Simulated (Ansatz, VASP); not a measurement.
## GaP in VASP and in Ansatz

The input INCAR:

```
PREC = Accurate ; ENCUT = 500
EDIFF = 1E-6 ; ISMEAR = 0
SIGMA = 0.02 ; LREAL = F
LASPH = T ; NELM = 120
ALGO = Normal ; ISIF = 2
LWAVE = F ; LCHARG = F
GGA = PS ; NBANDS = 16
GGA_COMPAT = F
```

KPOINTS

```
Automatic mesh
0
Gamma
  8 8 8
```

POSCAR

```
GaP
1.0
    0.0000000000      2.6917563013      2.6917563013
    2.6917563013      0.0000000000      2.6917563013
    2.6917563013      2.6917563013      0.0000000000
Ga P
1 1
Direct
    0.0000000000      0.0000000000      0.0000000000
    0.2500000000      0.2500000000      0.2500000000
```

Input for Ansatz:

```yaml
crystal:
  lattice:
    - [0.0, 2.6917563013, 2.6917563013]
    - [2.6917563013, 0.0, 2.6917563013]
    - [2.6917563013, 2.6917563013, 0.0]
  atoms:
    - { symbol: Ga, position: [0.0, 0.0, 0.0] }
    - { symbol: P, position: [0.25, 0.25, 0.25] }
basis:
  ecutwfc: 420
kpoints:
  mp_grid: { grid: [8, 8, 8] }
hamiltonian:
  xc: pbesol
scf:
  occupations: { method: gaussian, width: 0.02 }
output:
  forces: true
  stress: true
  eigenvalues: true
```

Alike in both runs: task single point; functional PBEsol; k mesh 8 × 8 × 8; occupations gaussian, width 0.02 eV; no spin polarisation.

```csv
,VASP,Ansatz
version,VASP 6.6.1,Ansatz 0.2.0
potentials or method,"VASP PAW PBE potentials, release 64 (Ga_d, P), cutoff 500 eV","scalar-relativistic, plane waves, PAW"
valence electrons in the cell,18,18
```

|  | VASP | Ansatz | Ansatz less VASP |
| --- | --- | --- | --- |
| gap on the k mesh at the Fermi level (eV) | 1.44 | 1.43 | -0.003 |
| least direct gap on the mesh (eV) | 2.06 | 2.05 | -0.008 |
| pressure (GPa) | 2.7 | 2.8 | +0.11 |

VASP's potentials were made for PBE, not for PBEsol.
